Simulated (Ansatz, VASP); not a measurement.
HgTe: VASP beside Ansatz

```
Hg Te
1.0
     0.00000    3.15826    3.15826
     3.15826    0.00000    3.15826
     3.15826    3.15826    0.00000
Hg Te
1 1
Direct
  0.00000 0.00000 0.00000
  0.75000 0.75000 0.75000
```

Change from the starting cell: volume scaled by 0.9405, PAW files.

Alike in both runs: task electric field gradients; functional PBE; k mesh 9 × 9 × 9; occupations fermi-dirac, width 0.05 eV; no spin polarisation.

```csv
,VASP,Ansatz
version,VASP 6.6.1,Ansatz 0.2.0
potentials or method,"VASP PAW PBE potentials, release 64 (Hg, Te)","PAW with Ansatz's default frozen-core files, scalar-relativistic"
plane-wave cutoff (eV),520,420
valence electrons in the cell,18,36
```

|  | VASP | Ansatz | Ansatz less VASP |
| --- | --- | --- | --- |
| pressure (GPa) | 8.0 | 7.9 | -0.12 |

The functional is the same, so the differences come from potentials, cutoffs and numerics. VASP's potentials hold 18 valence electrons a cell and Ansatz's 36, so a difference there can come from the potentials and not from the codes.

Neither program's run includes spin-orbit coupling.
